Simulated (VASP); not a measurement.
**BAs: relaxation of cell and atoms with PBEsol-based screened hybrid with 25 % exact exchange**

Crystal: BAs.

```
B As
1.0
     2.12755    0.00000    0.00000
     0.00000    3.17406    0.00000
     0.00000    0.00000    4.95098
B As
1 1
Direct
  0.00000 0.50000 0.00000
  0.50000 0.50000 0.50000
```

```
Program                            : VASP 6.6.1
Task                               : relaxation of cell and atoms
Functional                         : PBEsol-based screened hybrid with 25 % exact exchange
Potentials or basis                : VASP PAW PBE potentials, release 64 (B, As)
Cutoff                             : 600 eV
k mesh                             : 6 × 4 × 3
Occupations                        : fermi-dirac, width 0.05 eV
Spin                               : no spin polarisation
Dipole correction                  : no
Grid for exact exchange (PRECFOCK) : Normal
Share of exact exchange            : 0.25
Further INCAR settings             : ALGO = Normal; EDIFF = 1e-06; IBRION = 2; EDIFFG = -0.01; NSW = 60; ISIF = 3
Screening parameter                : 0.207 1/Å
```

- Relaxed volume: 12.30 Å³/atom
- Relaxed cell: a = 3.068 Å, b = 2.625 Å, c = 3.054 Å, α = 90.00°, β = 90.00°, γ = 90.00°
- Space group after relaxing (to 0.1 Å): P4/mmm (No. 123)
- Pressure after relaxing: 0.0 GPa
- Band gap on the k mesh: zero (bands 4 and 5 overlap by 5.00 eV)

Stress tensor (GPa, compression positive):
```
 0.01  0.00  0.00
 0.00 -0.10  0.00
 0.00  0.00  0.04
```

Final structure:
```yaml
crystal:
  lattice:
    - [3.06808, 0.00000, 0.00000]
    - [0.00000, 2.62533, 0.00000]
    - [0.00000, 0.00000, 3.05368]
  atoms:
    - { symbol: B, position: [0.00000, 0.50000, 0.00000] }
    - { symbol: As, position: [0.50000, 0.50000, 0.50000] }
```

Levels at points of the mesh, in eV from the Fermi level:
| k point | band 1 | band 2 | band 3 | band 4 | band 5 | band 6 | band 7 | band 8 |
| --- | --- | --- | --- | --- | --- | --- | --- | --- |
| (0.00, 0.00, 0.00) | -18.21 | -3.63 | -3.58 | -0.46 | 2.99 | 4.98 | 9.39 | 11.31 |
| (0.50, 0.00, 0.00) | -15.49 | -12.24 | 1.08 | 1.34 | 3.68 | 5.95 | 6.32 | 7.09 |
| (0.00, 0.50, 0.00) | -14.58 | -9.33 | -1.48 | -1.42 | 3.12 | 4.59 | 8.23 | 10.46 |
| (0.50, 0.50, 0.00) | -11.85 | -9.00 | -6.20 | -3.63 | 2.80 | 4.05 | 7.40 | 9.59 |

It took 66 min on 1 thread of AMD EPYC 7R13 Processor (Zen 3), with other jobs on the host, peak memory 0.26 GiB.

Caveat: the k points lie up to 0.69 Å⁻¹ apart in the final cell, too coarse for converged energies and pressures of a metal; the volume moved by over 15 % at a fixed basis, so the end points are rough; the PAW data sets were made with another functional, which shifts forces and pressure a little.
